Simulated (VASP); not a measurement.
The system is GaCo.

```
CELL_PARAMETERS angstrom
2.88176 0.00000 0.00000
0.00000 2.88176 0.00000
0.00000 0.00000 2.88176
ATOMIC_POSITIONS crystal
Ga 0.50000 0.50000 0.50000
Co 0.00000 0.00000 0.00000
```

```yaml
Program: VASP 6.6.1
Task: relaxation of cell and atoms
Functional: PBEsol
Potentials_or_basis: VASP PAW PBE potentials, release 64 (Ga_d, Co)
Cutoff: 600 eV
k_mesh: 14 × 14 × 14
Occupations: gaussian, width 0.1 eV
Spin: collinear spin, ferrimagnetic start
Starting_moments: "[-0.01, 0.18] μB"
```

At the start: pressure -7.9 GPa; volume 11.97 Å³/atom.

Problem. How do energy, volume and symmetry change on relaxing?

Solution. Over 3 steps the energy falls by 13.0 meV/atom and the volume is 11.46 Å³/atom (-4.2 %); space group Pm-3m (No. 221, to 0.05 Å); moment 0.00 μB per cell.

The path:
```
step  energy change (eV)  largest force (eV/Å)  pressure (GPa)  volume (Å³)
   1              0.0000                0.0000           -7.88        23.93
   2              0.0017                0.0000            9.41        21.95
   3             -0.0260                0.0000           -0.06        22.93
```

Final structure:
```yaml
crystal:
  lattice:
    - [2.84089, 0.00000, 0.00000]
    - [0.00000, 2.84089, 0.00000]
    - [0.00000, 0.00000, 2.84089]
  atoms:
    - { symbol: Ga, position: [0.50000, 0.50000, 0.50000] }
    - { symbol: Co, position: [0.00000, 0.00000, 0.00000] }
```

Caveat: the PAW data sets were made with another functional, which shifts forces and pressure a little.
